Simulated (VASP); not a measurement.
Ge:

```
CELL_PARAMETERS angstrom
4.05841 0.00000 0.00000
-2.02920 3.51469 0.00000
0.00000 0.00000 6.69299
ATOMIC_POSITIONS crystal
Ge 0.33333 0.66667 0.00032
Ge 0.66667 0.33333 0.50032
Ge 0.33333 0.66667 0.37468
Ge 0.66667 0.33333 0.87468
```

This isn't the form of Ge at room conditions, which is diamond.

- Program: VASP 6.6.1
- Task: relaxation of cell and atoms
- Functional: r2SCAN
- Potentials or basis: VASP PAW PBE potentials, release 64 (Ge_d)
- Cutoff: 600 eV
- k mesh: 6 × 6 × 4
- Occupations: fermi-dirac, width 0.02 eV
- Spin: no spin polarisation

At the start: pressure -2.6 GPa; volume 23.87 Å³/atom.

Problem. How do energy, volume and symmetry change on relaxing?

Solution. Over 13 steps the energy falls by 9.1 meV/atom and the volume is 22.83 Å³/atom (-4.4 %); space group P6_3/mmc (No. 194, to 0.1 Å) before and after.

Step by step:
| step | energy change (eV) | largest force (eV/Å) | pressure (GPa) | volume (Å³) |
| --- | --- | --- | --- | --- |
| 1 | 0.0000 | 0.0101 | -2.63 | 95.47 |
| 2 | -0.0329 | 0.0134 | 0.99 | 90.15 |
| 3 | -0.0364 | 0.0120 | 0.00 | 91.33 |
| 4 | -0.0363 | 0.0117 | -0.05 | 91.42 |
| 5 | -0.0363 | 0.0081 | -0.05 | 91.41 |
| 6 | -0.0364 | 0.0007 | -0.08 | 91.41 |
| 7 | -0.0364 | 0.0044 | -0.01 | 91.32 |
| 8 | -0.0364 | 0.0070 | 0.12 | 91.32 |
| 9 | -0.0364 | 0.0045 | -0.02 | 91.32 |
| 10 | -0.0364 | 0.0060 | -0.02 | 91.32 |
| 11 | -0.0364 | 0.0002 | 0.12 | 91.30 |
| 12 | -0.0364 | 0.0024 | 0.08 | 91.31 |
| 13 | -0.0364 | 0.0024 | 0.00 | 91.31 |

Final structure:
```
Ge
1.0
     3.99913    0.00000    0.00000
    -1.99956    3.46335    0.00000
     0.00000    0.00000    6.59286
Ge
4
Direct
  0.33333 0.66667 0.00031
  0.66667 0.33333 0.50031
  0.33333 0.66667 0.37469
  0.66667 0.33333 0.87469
```

Caveat: the PAW data sets were made with another functional, which shifts forces and pressure a little.
